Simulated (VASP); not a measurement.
# BO2 (Fd-3m) in VASP: a series of runs, part 2 of 2

VASP 6.6.1.

## (5) Relaxation of cell and atoms, PBE

INCAR

```
  ALGO = Normal
  EDIFF = 1E-7
  EDIFFG = -0.01
  ENCUT = 600
  GGA = PE
  GGA_COMPAT = F
  IBRION = 2
  ISIF = 3
  ISMEAR = 0
  LASPH = T
  LCHARG = F
  LREAL = F
  LWAVE = F
  NELM = 120
  NELMIN = 4
  NSW = 100
  PREC = Accurate
  SIGMA = 0.1
```

KPOINTS

```
k-points
0
Gamma
  10 10 10
```

POSCAR

```
BO2
1.0
    0.0000000000      3.0271501807      3.0271501807
    3.0271501807      0.0000000000      3.0271501807
    3.0271501807      3.0271501807      0.0000000000
B O
2 4
Direct
    0.5000000000      0.5000000000      0.5000000000
    0.7500000000      0.7500000000      0.7500000000
    0.1250000000      0.1250000000      0.1250000000
    0.6250000000      0.1250000000      0.1250000000
    0.1250000000      0.1250000000      0.6250000000
    0.1250000000      0.6250000000      0.1250000000
```

Potentials or basis: VASP PAW PBE potentials, release 64 (B, O).

Started as:

```console
cat potpaw_PBE.64/B/POTCAR potpaw_PBE.64/O/POTCAR > POTCAR
mpirun -np 1 vasp_std > vasp.out
```

OUTCAR:

```text
EDIFF = 1E-7
   EDIFFG = -0.01
   ENCUT = 600
   GGA = PE
   IBRION = 2
   ISIF = 3
   ISMEAR = 0
   LASPH = T
   LREAL = F
   NELM = 120
   NELMIN = 4
   NSW = 100
   PREC = Accurate

 ion  position               nearest neighbor table
   1  0.500  0.500  0.500-
   2  0.750  0.750  0.750-
   3  0.125  0.125  0.125-
   4  0.625  0.125  0.125-
   5  0.125  0.125  0.625-
   6  0.125  0.625  0.125-

  LATTYP: Found a face centered cubic cell.
 ALAT       =     6.0543003614

  Lattice vectors:

 A1 = (   0.0000000000,   3.0271501807,   3.0271501807)
 A2 = (   3.0271501807,   0.0000000000,   3.0271501807)
 A3 = (   3.0271501807,   3.0271501807,   0.0000000000)

Analysis of symmetry for initial positions (statically):
=====================================================================
 Subroutine PRICEL returns:
 Original cell was already a primitive cell.

 Routine SETGRP: Setting up the symmetry group for a
 face centered cubic supercell.
[... 230 lines left out ...]

 val. band max:        2.7469628204   @ k =   0.4000   0.3000   0.0000
 cond. band min:       2.7532954520   @ k =   0.3000   0.2000   0.0000
 fundamental gap:      0.0063326317
 Fermi energy:         2.7520042436

 k-point     1 :       0.0000    0.0000    0.0000
  band No.  band energies     occupation
      1     -17.8432      2.00000
      2     -13.4995      2.00000
      3     -13.4995      2.00000
      4     -13.4995      2.00000
      5      -4.8864      2.00000
      6      -2.7862      2.00000
[... 505 lines left out ...]
      6      -3.5563      2.00000
[... 11 lines left out ...]
     18       3.7801      0.00000
     19       5.1035      0.00000

 [... further k-points ...]

------------------------ aborting loop because EDIFF is reached ----------------------------------------

  FORCE on cell =-STRESS in cart. coord.  units (eV):
  Direction    XX          YY          ZZ          XY          YZ          ZX
  --------------------------------------------------------------------------------------
  -------------------------------------------------------------------------------------
  Total       -0.0369537     -0.0369537     -0.0369537     -0.0000000     -0.0000000      0.0000000
  in kB       -1.0719299     -1.0719299     -1.0719299     -0.0000000     -0.0000000      0.0000000
  external PRESSURE =      -1.0719299 kB  Pullay stress =       0.0000000 kB

 VOLUME and BASIS-vectors are now :
 -----------------------------------------------------------------------------
  energy-cutoff  :      600.00
  volume of cell :       55.23
      direct lattice vectors                 reciprocal lattice vectors
    -0.000000000  3.022670096  3.022670096    -0.165416663  0.165416663  0.165416663
     3.022670096 -0.000000000  3.022670096     0.165416663 -0.165416663  0.165416663
     3.022670096  3.022670096  0.000000000     0.165416663  0.165416663 -0.165416663

 POSITION                                       TOTAL-FORCE (eV/Angst)
 -----------------------------------------------------------------------------------
      3.02267      3.02267      3.02267        -0.000000     -0.000000     -0.000000
      4.53401      4.53401      4.53401         0.000000      0.000000      0.000000
      0.75567      0.75567      0.75567         0.000000     -0.000000     -0.000000
      0.75567      2.26700      2.26700         0.000000     -0.000000     -0.000000
      2.26700      2.26700      0.75567         0.000000     -0.000000     -0.000000
      2.26700      0.75567      2.26700         0.000000     -0.000000     -0.000000
 -----------------------------------------------------------------------------------
    total drift:                                0.000000     -0.000000      0.000000

  FREE ENERGIE OF THE ION-ELECTRON SYSTEM (eV)
  ---------------------------------------------------
  free  energy   TOTEN  =       -18.6292322860 eV

  energy  without entropy=      -18.5979033239  energy(sigma->0) =      -18.61356780

 reached required accuracy - stopping structural energy minimisation
```

OSZICAR:

```text
N       E                     dE             d eps       ncg     rms          rms(c)
DAV:   1     0.155556083481E+03    0.15556E+03   -0.17889E+04  1786   0.168E+03
[... 17 lines left out ...]
DAV:   2    -0.186297106971E+02    0.30796E-02   -0.19341E-02  2048   0.102E+00    0.102E-01
DAV:   3    -0.186293072323E+02    0.40346E-03   -0.14642E-03  2094   0.284E-01    0.598E-02
DAV:   4    -0.186292324092E+02    0.74823E-04   -0.26668E-04  2027   0.109E-01    0.110E-02
DAV:   5    -0.186292305995E+02    0.18097E-05   -0.12043E-05  2449   0.262E-02    0.322E-03
DAV:   6    -0.186292317376E+02   -0.11381E-05   -0.13959E-06  2073   0.838E-03    0.206E-03
DAV:   7    -0.186292322835E+02   -0.54590E-06   -0.62806E-07  1991   0.581E-03    0.810E-04
DAV:   8    -0.186292322860E+02   -0.24841E-08   -0.49382E-08  1041   0.186E-03
   2 F= -.18629232E+02 E0= -.18613568E+02  d E =-.490420E-03
```

CONTCAR:

```text
BO2
   1.00000000000000
    -0.0000000000000000    3.0226700962504802    3.0226700962504802
     3.0226700962504802   -0.0000000000000000    3.0226700962504802
     3.0226700962504802    3.0226700962504802    0.0000000000000000
  B               O
     2     4
Direct
     0.5000000000000000    0.5000000000000000    0.5000000000000000
     0.7500000000000000    0.7500000000000000    0.7500000000000000
     0.1250000000000000    0.1250000000000000    0.1250000000000000
     0.6250000000000000    0.1250000000000000    0.1250000000000000
     0.1250000000000000    0.1250000000000000    0.6250000000000000
     0.1250000000000000    0.6250000000000000    0.1250000000000000

  0.00000000E+00  0.00000000E+00  0.00000000E+00
  0.00000000E+00  0.00000000E+00  0.00000000E+00
  0.00000000E+00  0.00000000E+00  0.00000000E+00
  0.00000000E+00  0.00000000E+00  0.00000000E+00
  0.00000000E+00  0.00000000E+00  0.00000000E+00
  0.00000000E+00  0.00000000E+00  0.00000000E+00
```

Wall time 2.1 min (1 thread of Intel Xeon 8259CL, shared host); peak memory 0.22 GiB.

Results:

```
Free energy                           : -18.6292 eV
Relaxed volume                        : 9.21 Å³/atom
Relaxed cell                          : a = 4.275 Å, b = 4.275 Å, c = 4.275 Å, α = 60.00°, β = 60.00°, γ = 60.00°
Space group after relaxing (to 0.1 Å) : Fd-3m (No. 227)
Energy gained by relaxing             : 0.1 meV/atom
Ionic steps                           : 2
Pressure after relaxing               : -0.1 GPa
Band gap on the k mesh                : zero (bands 15 and 16 overlap by 0.73 eV)
```

Step by step:
| step | energy change (eV) | largest force (eV/Å) | pressure (GPa) | volume (Å³) |
| --- | --- | --- | --- | --- |
| 1 | 0.0000 | 0.0000 | -0.53 | 55.48 |
| 2 | -0.0005 | 0.0000 | -0.11 | 55.23 |

Final structure:
```xyz
6
Lattice="0.0000 3.0227 3.0227 3.0227 0.0000 3.0227 3.0227 3.0227 0.0000" Properties=species:S:1:pos:R:3 pbc="T T T"
B     3.0227    3.0227    3.0227
B     4.5340    4.5340    4.5340
O     0.7557    0.7557    0.7557
O     0.7557    2.2670    2.2670
O     2.2670    2.2670    0.7557
O     2.2670    0.7557    2.2670
```

Levels at points of the mesh, in eV from the Fermi level:
```tsv
k point	band 13	band 14	band 15	band 16	band 17	band 18
(0.00, 0.00, 0.00)	0.48	0.48	0.48	0.86	0.86	0.86
(0.50, 0.00, 0.00)	-1.97	-1.92	-0.09	0.50	1.14	1.14
(0.50, 0.50, 0.00)	-1.78	-1.78	-0.05	-0.05	1.07	1.07
```

## (6) The runs side by side

```tsv
task	cell	k mesh	gap on the mesh (eV)	pressure (GPa)	relaxed volume (Å³/atom)
single point	a = 4.281 Å, angles 60.0°, 6 atoms	6 × 6 × 6	none	-0.2	-
relaxation of cell and atoms	relaxed from a = 3.948 Å, angles 60.0°, 6 atoms	6 × 6 × 6	none	0.1	9.21
single point	a = 4.278 Å, angles 60.0°, 6 atoms	10 × 10 × 10	none	-0.3	-
relaxation of cell and atoms	relaxed from a = 4.281 Å, angles 60.0°, 6 atoms	10 × 10 × 10	none	-0.1	9.21
```

Alike in all rows: level PBE; potentials or basis VASP PAW PBE potentials, release 64 (B, O); no spin polarisation; cutoff (eV) 600; smearing gaussian 0.1 eV.

Caveats: the volume moved by over 15 % at a fixed basis, so the end points are rough (at least some runs).

Absolute energies hang on the potentials; compare differences alone.

The gap in the log of VASP goes by the Fermi energy; the results here count the filled bands.